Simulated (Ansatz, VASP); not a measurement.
# Two plane-wave programs on BP

File POSCAR:

```
BP
1.0
    0.0000000000      2.2832045400      2.2832045400
    2.2832045400      0.0000000000      2.2832045400
    2.2832045400      2.2832045400      0.0000000000
B P
1 1
Direct
    0.0000000000      0.0000000000      0.0000000000
    0.2500000000      0.2500000000      0.2500000000
```

The input INCAR.step1:

```
PREC     = Accurate       # precision mode
ENCUT    = 520            # plane-wave cutoff, eV
ISMEAR   = -1             # smearing method
SIGMA    = 0.02           # smearing width, eV
LREAL    = F              # projectors in reciprocal space
LASPH    = T              # aspherical terms in the spheres
NELM     = 80             # most SCF steps
GGA      = PE             # functional
ALGO     = Normal         # electronic algorithm
EDIFF    = 1E-4           # SCF threshold, eV
LWAVE    = T              # write WAVECAR
LCHARG   = F              # write CHGCAR
```

The input INCAR.step2:

```
PREC     = Accurate       # precision mode
ENCUT    = 520            # plane-wave cutoff, eV
EDIFF    = 1E-6           # SCF threshold, eV
ISMEAR   = -1             # smearing method
SIGMA    = 0.02           # smearing width, eV
LREAL    = F              # projectors in reciprocal space
LASPH    = T              # aspherical terms in the spheres
NELM     = 80             # most SCF steps
ALGO     = Normal         # electronic algorithm
ISIF     = 2              # what is computed and relaxed
LWAVE    = F              # write WAVECAR
LCHARG   = F              # write CHGCAR
METAGGA  = R2SCAN         # meta-GGA
LMIXTAU  = T            
IBRION   = 2              # ionic algorithm
NSW      = 50             # ionic steps
EDIFFG   = -0.01          # ionic threshold
ISTART   = 1
```

File KPOINTS:

```
regular mesh
0
Gamma
  10 10 10
```

Input for Ansatz:

```yaml
crystal:
  lattice:
    - [0.0, 2.28320449, 2.28320449]
    - [2.28320449, 0.0, 2.28320449]
    - [2.28320449, 2.28320449, 0.0]
  atoms:
    - { symbol: B, position: [0.0, 0.0, 0.0] }
    - { symbol: P, position: [0.25, 0.25, 0.25] }
  symmetry: { tolerance: 0.0003 }
hamiltonian:
  xc: r2scan
  pseudopotentials: { kind: paw, azcp: { folder: soft_1 } }
basis:
  ecutwfc: 500
magnetization:
  spin_polarized: false
scf:
  occupations: { method: fermi_dirac, width: 0.02 }
kpoints:
  mp_grid: { grid: [10, 10, 10], shift: [0, 0, 0] }
  band_path:
    path:
      - [0.0, 0.0, 0.0]
      - [-0.5, -0.5, 0.0]
      - [-0.375, -0.375, 0.25]
      - [-0.375, 0.0, 0.375]
      - [0.0, 0.0, 0.0]
      - [0.0, 0.0, 0.5]
      - [-0.5, -0.25, 0.25]
      - [-0.5, -0.5, 0.0]
    npoints: 10
output:
  forces: true
  stress: true
  eigenvalues: true
  write_potential: true
  elf: true
  volumetric_format: npy
  dos: { e_range: [-12, 8], de: 0.05 }
relax:
  max_steps: 30
```

Alike in both runs: task relaxation of the atoms; functional r2SCAN; k mesh 10 × 10 × 10; occupations fermi-dirac, width 0.02 eV; no spin polarisation.

```csv
,VASP,Ansatz
version,VASP 6.6.1,Ansatz 0.2.0
potentials or method,"VASP PAW PBE potentials, release 64 (B, P), cutoff 520 eV",PAW plane waves
valence electrons in the cell,8,8
```

|  | VASP | Ansatz | Ansatz less VASP |
| --- | --- | --- | --- |
| gap on the k mesh at the Fermi level, each at its own relaxed structure (eV) | 1.47 | 1.44 | -0.031 |

VASP's potentials were made for PBE, not for r2SCAN. Ansatz's warnings: stress scf threshold loose.

Noted on VASP's run: the relaxation stopped at its first step, so nothing moved.
